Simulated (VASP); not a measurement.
# NaTaO (P6_3/mmc) in VASP: further runs

Runs on NaTaO. Level: PBE. Tasks: single point.

Everything below comes from runs of VASP 6.6.1. Logs are shortened: lines on timing, memory, paths and dates and some standing lists are left out, and cuts for length are marked.

## 1. The cell of the first run

The structure is hexagonal, space group P6_3/mmc (No. 194). Conventional cell: a = 4.394 Å, b = 4.394 Å, c = 5.479 Å, α = 90.00°, β = 90.00°, γ = 120.00°. Within 3.3 Å of Na (site symmetry -6m2) lie 5 Ta at 2.54 to 2.74 Å and 6 O at 2.88 Å. Within 3.3 Å of Ta (site symmetry -6m2) lie 5 Na at 2.54 to 2.74 Å and 6 O at 2.88 Å. O (site symmetry -3m) has 2 O at 2.74 Å and 6 Na at 2.88 Å and 6 Ta at 2.88 Å within 3.6 Å.

## 2. Single point, PBE

File INCAR:

```
  ALGO = Normal
  EDIFF = 1E-6
  ENCUT = 600
  GGA = PE
  GGA_COMPAT = False
  ISIF = 2
  ISMEAR = 0
  LASPH = True
  LCHARG = False
  LREAL = False
  LWAVE = False
  NBANDS = 33
  NELM = 120
  PREC = Accurate
  SIGMA = 0.2
```

File KPOINTS:

```
k-points
0
Gamma
  5 5 3
```

File POSCAR:

```
NaTaO
1.0
    4.3940825083      0.0000000032      0.0000000000
   -2.1970412569      3.8053870769      0.0000000000
    0.0000000000      0.0000000000      5.4790396840
Na Ta O
2 2 2
Direct
    0.3333333333      0.6666666667      0.7500000000
    0.6666666667      0.3333333333      0.2500000000
    0.3333333333      0.6666666667      0.2500000000
    0.6666666667      0.3333333333      0.7500000000
    0.0000000000      0.0000000000      0.5000000000
    0.0000000000      0.0000000000      0.0000000000
```

Potentials or basis: VASP PAW PBE potentials, release 64 (Na_pv, Ta_pv, O).

Run with:

```console
> cat potpaw_PBE.64/Na_pv/POTCAR potpaw_PBE.64/Ta_pv/POTCAR potpaw_PBE.64/O/POTCAR > POTCAR
> mpirun -np 1 vasp_std > vasp.out
```

OUTCAR:

```text
EDIFF = 1E-6
   ENCUT = 600
   GGA = PE
   ISIF = 2
   ISMEAR = 0
   LASPH = True
   LREAL = False
   NELM = 120
   PREC = Accurate

 ion  position               nearest neighbor table
   1  0.333  0.667  0.750-   4 2.54   4 2.54   4 2.54   3 2.74   3 2.74
   2  0.667  0.333  0.250-   3 2.54   3 2.54   3 2.54   4 2.74   4 2.74
   3  0.333  0.667  0.250-   2 2.54   2 2.54   2 2.54   1 2.74   1 2.74
   4  0.667  0.333  0.750-   1 2.54   1 2.54   1 2.54   2 2.74   2 2.74
   5  0.000  0.000  0.500-
   6  0.000  0.000  0.000-

  LATTYP: Found a hexagonal cell.
 ALAT       =     4.3940825083
 C/A-ratio  =     1.2469132461

  Lattice vectors:

 A1 = (   4.3940825083,   0.0000000032,   0.0000000000)
 A2 = (  -2.1970412569,   3.8053870769,   0.0000000000)
 A3 = (   0.0000000000,   0.0000000000,   5.4790396840)

Analysis of symmetry for initial positions (statically):
=====================================================================
 Subroutine PRICEL returns:
 Original cell was already a primitive cell.

 Routine SETGRP: Setting up the symmetry group for a
 hexagonal supercell.

 Subroutine GETGRP returns: Found 24 space group operations
 (whereof 12 operations were pure point group operations)
 out of a pool of 24 trial point group operations.

The static configuration has the point symmetry D_3d.
 The point group associated with its full space group is D_6h.

Analysis of symmetry for dynamics (positions and initial velocities):
=====================================================================
 Subroutine PRICEL returns:
 Original cell was already a primitive cell.

 Routine SETGRP: Setting up the symmetry group for a
 hexagonal supercell.

 Subroutine GETGRP returns: Found 24 space group operations
 (whereof 12 operations were pure point group operations)
 out of a pool of 24 trial point group operations.

The dynamic configuration has the point symmetry D_3d.
 The point group associated with its full space group is D_6h.

 Subroutine INISYM returns: Found 24 space group operations
 (whereof 12 operations are pure point group operations),
 and found     1 'primitive' translations

----------------------------------------------------------------------------------------

                                     Primitive cell

  volume of cell :      91.6160

  direct lattice vectors                    reciprocal lattice vectors
     4.394082508  0.000000003  0.000000000     0.227578794  0.131392678  0.000000000
    -2.197041257  3.805387077  0.000000000    -0.000000000  0.262785356  0.000000000
     0.000000000  0.000000000  5.479039684     0.000000000  0.000000000  0.182513736

  length of vectors
     4.394082508  4.394082508  5.479039684     0.262785356  0.262785356  0.182513736

  position of ions in fractional coordinates (direct lattice)
     0.333333333  0.666666667  0.750000000
     0.666666667  0.333333333  0.250000000
     0.333333333  0.666666667  0.250000000
     0.666666667  0.333333333  0.750000000
     0.000000000  0.000000000  0.500000000
     0.000000000  0.000000000  0.000000000

  ion indices of the primitive-cell ions
   primitive index   ion index
                 1           1
                 2           2
                 3           3
                 4           4
                 5           5
                 6           6

----------------------------------------------------------------------------------------

 KPOINTS: k-points

Automatic generation of k-mesh.
 Grid dimensions read from file:
 generate k-points for:    5    5    3

 Generating k-lattice:

  Cartesian coordinates                     Fractional coordinates (reciprocal lattice)
     0.045515759  0.026278536  0.000000000     0.200000000 -0.000000000  0.000000000
    -0.000000000  0.052557071  0.000000000     0.000000000  0.200000000  0.000000000
     0.000000000  0.000000000  0.060837912     0.000000000  0.000000000  0.333333333

  Length of vectors
     0.052557071  0.052557071  0.060837912

  Shift w.r.t. Gamma in fractional coordinates (k-lattice)
     0.000000000  0.000000000  0.000000000

 Subroutine IBZKPT returns following result:
 ===========================================

 Found     10 irreducible k-points:

 Following reciprocal coordinates:
            Coordinates               Weight
  0.000000  0.000000  0.000000      1.000000
  0.200000 -0.000000  0.000000      6.000000
  0.400000 -0.000000  0.000000      6.000000
  0.200000  0.200000  0.000000      6.000000
  0.400000  0.200000  0.000000      6.000000
  0.000000  0.000000  0.333333      2.000000
  0.200000 -0.000000  0.333333     12.000000
  0.400000 -0.000000  0.333333     12.000000
  0.200000  0.200000  0.333333     12.000000
  0.400000  0.200000  0.333333     12.000000
   k-points           NKPTS =     10   k-points in BZ     NKDIM =     10   number of bands    NBANDS=     33
   number of dos      NEDOS =    301   number of ions     NIONS =      6
   total plane-waves  NPLWV =  62208
   dimension x,y,z NGX =    36 NGY =   36 NGZ =   48
   dimension x,y,z NGXF=    72 NGYF=   72 NGZF=   96
   ions per type =               2   2   2
   NGX,Y,Z   is equivalent  to a cutoff of  13.62, 13.62, 14.56 a.u.
   NGXF,Y,Z  is equivalent  to a cutoff of  27.24, 27.24, 29.13 a.u.
 SYSTEM =  unknown system
   PREC   = accura    normal or accurate (medium, high low for compatibility)
   ISTART =      0    job   : 0-new  1-cont  2-samecut
   ICHARG =      2    charge: 1-file 2-atom 10-const
   ISPIN  =      1    spin polarized calculation?
   LNONCOLLINEAR =      F non collinear calculations
   LSORBIT =      F    spin-orbit coupling
   LASPH  =      T    aspherical Exc in radial PAW
   ENCUT  =  600.0 eV  44.10 Ry    6.64 a.u.   8.78  8.78 10.94*2*pi/ulx,y,z
   NELM   =    120;   NELMIN=  2; NELMDL= -5     # of ELM steps
   EDIFF  = 0.1E-05   stopping-criterion for ELM
   LREAL  =      F    real-space projection
   EDIFFG = 0.1E-04   stopping-criterion for IOM
   NSW    =      0    number of steps for IOM
   IBRION =     -1    ionic relax: 0-MD 1-quasi-New 2-CG
   NFREE  =      0    steps in history (QN), initial steepest desc. (CG)
   ISIF   =      2    stress and relaxation
   ISYM   =      2    0-nonsym 1-usesym 2-fastsym
   POTIM  = 0.5000    time-step for ionic-motion
   TEBEG  =    0.0;   TEEND  =   0.0 temperature during run
   PSTRESS=    0.0 pullay stress
   NELECT =      48.0000    total number of electrons
   NUPDOWN=      -1.0000    fix difference up-down
   EMIN   =  10.00;   EMAX   =-10.00  energy-range for DOS
   EFERMI =   0.00;   METHOD = LEGACY
   ISMEAR =     0;   SIGMA  =   0.20  broadening in eV -4-tet -1-fermi 0-gaus
   EFERMI_NEDOS =   21; number of points for ismear=-14 and -15
   IALGO  =     38    algorithm
   IMIX   =      4    mixing-type and parameters
     AMIX     =   0.40;   BMIX     =  1.00
     AMIX_MAG =   1.60;   BMIX_MAG =  1.00
  volume/ion in A,a.u.               =      15.27       103.04
  Fermi-wavevector in a.u.,A,eV,Ry     =   1.319769  2.494003 23.698512  1.741791
  Thomas-Fermi vector in A             =   2.449644
   LORBIT       =      0    0 simple, 1 ext, 2 COOP (PROOUT), +10 PAW based schemes
   GGA     = PE    functional components
   LHFCALC =     F    Hartree Fock is set to
   AEXX    =    0.0000 exact exchange contribution
   IVDW    =     0    specifies the selected vdW correction
   LEPSILON=     F    determine dielectric tensor
   LRPA    =     F    only Hartree local field effects (RPA)
 non-spin polarized calculation
 Gauss-broadening in eV      SIGMA  =   0.20
  energy-cutoff  :      600.00
  volume of cell :       91.62
 maximum number of plane-waves:      3065
 NGX is ok and might be reduce to    36
   NGX = 17   NGY = 17   NGZ = 21

 number of electron      47.9999998 magnetization

 Free energy of the ion-electron system (eV)
  ---------------------------------------------------
  ext. energy  EPLUGINS =         0.00000000
  ---------------------------------------------------
  free energy    TOTEN  =       -25.95707851 eV

  energy without entropy =      -25.81602945  energy(sigma->0) =      -25.88655398

 E-fermi :   4.0902     XC(G=0): -10.7941

 val. band max:        4.0501589225   @ k =   0.4000   0.2000   0.0000
 cond. band min:       4.1187657735   @ k =   0.4000   0.2000   0.3333
 fundamental gap:      0.0686068510
 Fermi energy:         4.0901879837

 k-point     1 :       0.0000    0.0000    0.0000
  band No.  band energies     occupation
      1     -31.6108      2.00000
      2     -31.6108      2.00000
      3     -31.5842      2.00000
      4     -31.5842      2.00000
      5     -31.4573      2.00000
      6     -31.3773      2.00000
[... 25 lines left out ...]
     32       6.1560      0.00000
     33       7.5928      0.00000

 k-point     2 :       0.2000   -0.0000    0.0000
  band No.  band energies     occupation
      1     -31.6140      2.00000
      2     -31.6096      2.00000
      3     -31.5860      2.00000
      4     -31.5842      2.00000
      5     -31.4500      2.00000
      6     -31.3835      2.00000
[... 25 lines left out ...]
     32       6.5233      0.00000
     33       7.7622      0.00000

 k-point     3 :       0.4000   -0.0000    0.0000
  band No.  band energies     occupation
      1     -31.6189      2.00000
      2     -31.6080      2.00000
      3     -31.5887      2.00000
      4     -31.5844      2.00000
      5     -31.4335      2.00000
      6     -31.3983      2.00000
[... 25 lines left out ...]
     32       5.9321      0.00000
     33       9.2886      0.00000

 k-point     4 :       0.2000    0.2000    0.0000
  band No.  band energies     occupation
      1     -31.6213      2.00000
      2     -31.6044      2.00000
      3     -31.5876      2.00000
      4     -31.5855      2.00000
      5     -31.4376      2.00000
      6     -31.3946      2.00000
[... 169 lines left out ...]
     32       6.3764      0.00000
     33       7.4590      0.00000

 k-point     9 :       0.2000    0.2000    0.3333
  band No.  band energies     occupation
      1     -31.6124      2.00000
      2     -31.6023      2.00000
      3     -31.5942      2.00000
      4     -31.5935      2.00000
      5     -31.4215      2.00000
      6     -31.4001      2.00000
[... 25 lines left out ...]
     32       6.3718      0.00000
     33       8.0640      0.00000

 k-point    10 :       0.4000    0.2000    0.3333
  band No.  band energies     occupation
      1     -31.6164      2.00000
      2     -31.5993      2.00000
      3     -31.5973      2.00000
      4     -31.5939      2.00000
      5     -31.4137      2.00000
      6     -31.4056      2.00000
[... 25 lines left out ...]
     32       6.1534      0.00000
     33       7.9527      0.00000

------------------------ aborting loop because EDIFF is reached ----------------------------------------

  FORCE on cell =-STRESS in cart. coord.  units (eV):
  Direction    XX          YY          ZZ          XY          YZ          ZX
  --------------------------------------------------------------------------------------
  -------------------------------------------------------------------------------------
  Total        0.1065376      0.1065376      0.0219708      0.0000000     -0.0000000      0.0000000
  in kB        1.8631259      1.8631259      0.3842243      0.0000000     -0.0000000      0.0000000
  external PRESSURE =       1.3701587 kB  Pullay stress =       0.0000000 kB

 VOLUME and BASIS-vectors are now :
 -----------------------------------------------------------------------------
  energy-cutoff  :      600.00
  volume of cell :       91.62
      direct lattice vectors                 reciprocal lattice vectors
     4.394082508  0.000000003  0.000000000     0.227578794  0.131392678  0.000000000
    -2.197041257  3.805387077  0.000000000    -0.000000000  0.262785356  0.000000000
     0.000000000  0.000000000  5.479039684     0.000000000  0.000000000  0.182513736

 POSITION                                       TOTAL-FORCE (eV/Angst)
 -----------------------------------------------------------------------------------
     -0.00000      2.53692      4.10928         0.000000      0.000000      0.000000
      2.19704      1.26846      1.36976        -0.000000     -0.000000      0.000000
     -0.00000      2.53692      1.36976        -0.000000      0.000000      0.000000
      2.19704      1.26846      4.10928         0.000000     -0.000000      0.000000
      0.00000      0.00000      2.73952         0.000000     -0.000000      0.000000
      0.00000      0.00000      0.00000         0.000000     -0.000000      0.000000
 -----------------------------------------------------------------------------------
    total drift:                                0.000000     -0.000000      0.000000

  FREE ENERGIE OF THE ION-ELECTRON SYSTEM (eV)
  ---------------------------------------------------
  free  energy   TOTEN  =       -25.9570785051 eV

  energy  without entropy=      -25.8160294487  energy(sigma->0) =      -25.88655398
```

Run time: 38 s. Hardware: 1 thread of Intel Xeon 6975P-C, shared host; peak memory 0.24 GiB.

What came out:

| Item | Value |
| --- | --- |
| Free energy | -25.9571 eV |
| Pressure | 0.1 GPa |
| Band gap on the k mesh | zero (band 24 reaches 4.29 eV, above the bottom of band 25 at 3.77 eV) |

Stress tensor (GPa, compression positive):
```
0.19 0.00 0.00
0.00 0.19 0.00
0.00 0.00 0.04
```

Levels at points of the mesh, in eV from the Fermi level:
| k point | band 21 | band 22 | band 23 | band 24 | band 25 | band 26 | band 27 | band 28 |
| --- | --- | --- | --- | --- | --- | --- | --- | --- |
| (0.00, 0.00, 0.00) | -1.21 | -0.87 | -0.87 | -0.32 | -0.32 | -0.23 | 0.36 | 1.30 |

Caveat: the k points lie up to 0.38 Å⁻¹ apart; spin-orbit coupling is left out, which moves the levels of the heavy elements.

## 3. Single point, PBE

This run uses another cell than the first one, of 19.95 Å³/atom, 1.307 times its volume.

File INCAR:

```
SYSTEM = NaTaO
ALGO     = Normal         ! electronic algorithm
EDIFF    = 1E-6           ! SCF threshold, eV
ENCUT    = 600            ! plane-wave cutoff, eV
GGA      = PE             ! functional
GGA_COMPAT= .False.      
ISIF     = 2              ! what is computed and relaxed
ISMEAR   = 0              ! smearing method
LASPH    = .True.         ! aspherical terms in the spheres
LCHARG   = .False.        ! write CHGCAR
LREAL    = .False.        ! projectors in reciprocal space
LWAVE    = .False.        ! write WAVECAR
NBANDS   = 33             ! bands
NELM     = 120            ! most SCF steps
PREC     = Accurate       ! precision mode
SIGMA    = 0.2            ! smearing width, eV
```

File KPOINTS:

```
k-points
0
Gamma
  5 5 2
  0 0 0
```

File POSCAR:

```
NaTaO
1.0
    3.4450428109      0.0000000000      0.0000000000
   -1.7225214054      2.9834945913      0.0000000000
    0.0000000000      0.0000000000     11.6482541108
Na Ta O
2 2 2
Direct
    0.0000000000      0.0000000000      0.5000000000
    0.0000000000      0.0000000000      0.0000000000
    0.6666666667      0.3333333333      0.7500000000
    0.3333333333      0.6666666667      0.2500000000
    0.3333333333      0.6666666667      0.7500000000
    0.6666666667      0.3333333333      0.2500000000
```

Potentials or basis: VASP PAW PBE potentials, release 64 (Na_pv, Ta_pv, O).

Run with:

```console
> cat potpaw_PBE.64/Na_pv/POTCAR potpaw_PBE.64/Ta_pv/POTCAR potpaw_PBE.64/O/POTCAR > POTCAR
> mpirun -np 1 vasp_std > vasp.out
```

OUTCAR:

```text
SYSTEM = NaTaO
   EDIFF = 1E-6
   ENCUT = 600
   GGA = PE
   ISIF = 2
   ISMEAR = 0
   LASPH = .True.
   LREAL = .False.
   NELM = 120
   PREC = Accurate

 ion  position               nearest neighbor table
   1  0.000  0.000  0.500-
   2  0.000  0.000  0.000-
   3  0.667  0.333  0.750-   5 1.99   5 1.99   5 1.99
   4  0.333  0.667  0.250-   6 1.99   6 1.99   6 1.99
   5  0.333  0.667  0.750-   3 1.99   3 1.99   3 1.99
   6  0.667  0.333  0.250-   4 1.99   4 1.99   4 1.99

  LATTYP: Found a hexagonal cell.
 ALAT       =     3.4450428109
 C/A-ratio  =     3.3811638201

  Lattice vectors:

 A1 = (   3.4450428109,   0.0000000000,   0.0000000000)
 A2 = (  -1.7225214054,   2.9834945913,   0.0000000000)
 A3 = (   0.0000000000,   0.0000000000,  11.6482541108)

Analysis of symmetry for initial positions (statically):
=====================================================================
 Subroutine PRICEL returns:
 Original cell was already a primitive cell.
[... 165 lines left out ...]

 E-fermi :   3.2410     XC(G=0):  -9.2545

 val. band max:        3.2347445456   @ k =   0.4000  -0.0000   0.5000
 cond. band min:       3.4057080903   @ k =   0.4000  -0.0000   0.0000
 fundamental gap:      0.1709635448
 Fermi energy:         3.2409820780

 k-point     1 :       0.0000    0.0000    0.0000
  band No.  band energies     occupation
      1     -32.8070      2.00000
      2     -32.8070      2.00000
      3     -32.8069      2.00000
      4     -32.8069      2.00000
      5     -32.4881      2.00000
      6     -32.4881      2.00000
[... 349 lines left out ...]
     32       6.3877      0.00000
     33       7.6329      0.00000

------------------------ aborting loop because EDIFF is reached ----------------------------------------

  FORCE on cell =-STRESS in cart. coord.  units (eV):
  Direction    XX          YY          ZZ          XY          YZ          ZX
  --------------------------------------------------------------------------------------
  -------------------------------------------------------------------------------------
  Total        0.3397090      0.3397090      0.3203229      0.0000000      0.0000000     -0.0000000
  in kB        4.5460788      4.5460788      4.2866477      0.0000000      0.0000000     -0.0000000
  external PRESSURE =       4.4596018 kB  Pullay stress =       0.0000000 kB

 VOLUME and BASIS-vectors are now :
 -----------------------------------------------------------------------------
  energy-cutoff  :      600.00
  volume of cell :      119.72
      direct lattice vectors                 reciprocal lattice vectors
     3.445042811  0.000000000  0.000000000     0.290272155  0.167588707  0.000000000
    -1.722521405  2.983494591  0.000000000     0.000000000  0.335177413  0.000000000
     0.000000000  0.000000000 11.648254111     0.000000000  0.000000000  0.085849775

 POSITION                                       TOTAL-FORCE (eV/Angst)
 -----------------------------------------------------------------------------------
      0.00000      0.00000      5.82413        -0.000000      0.000000      0.000000
      0.00000      0.00000      0.00000        -0.000000      0.000000      0.000000
      1.72252      0.99450      8.73619        -0.000000      0.000000     -0.000000
     -0.00000      1.98900      2.91206        -0.000000      0.000000      0.000000
     -0.00000      1.98900      8.73619         0.000000     -0.000000     -0.000000
      1.72252      0.99450      2.91206        -0.000000      0.000000      0.000000
 -----------------------------------------------------------------------------------
    total drift:                               -0.000000      0.000000      0.000000

  FREE ENERGIE OF THE ION-ELECTRON SYSTEM (eV)
  ---------------------------------------------------
  free  energy   TOTEN  =       -40.0829368457 eV

  energy  without entropy=      -39.9989540520  energy(sigma->0) =      -40.04094545
```

stdout:

```text
POSCAR found type information on POSCAR NaTaO
 POSCAR found :  3 types and       6 ions
 scaLAPACK will be used
 LDA part: xc-table for (Slater+PW92), standard interpolation
 POSCAR, INCAR and KPOINTS ok, starting setup
 FFT: planning ... GRIDC
 FFT: planning ... GRID_SOFT
 FFT: planning ... GRID
 WAVECAR not read
 entering main loop
```

Wall time 52 s (1 thread of Intel Xeon 6975P-C, shared host); peak memory 0.27 GiB.

Results:

```yaml
Free_energy: -40.0829 eV
Pressure: 0.4 GPa
Band_gap_on_the_k_mesh: zero (band 24 reaches 3.92 eV, above the bottom of band 25 at 2.41 eV)
```

Levels at points of the mesh, in eV from the Fermi level:
```csv
k point,band 22,band 23,band 24,band 25,band 26,band 27
"(0.00, 0.00, 0.00)",-2.61,-1.62,0.54,0.68,0.93,0.93
"(0.00, 0.00, 0.50)",-3.49,-0.24,-0.24,0.72,0.72,0.93
```

Caveat: the k points lie up to 0.42 Å⁻¹ apart; spin-orbit coupling is left out, which moves the levels of the heavy elements.
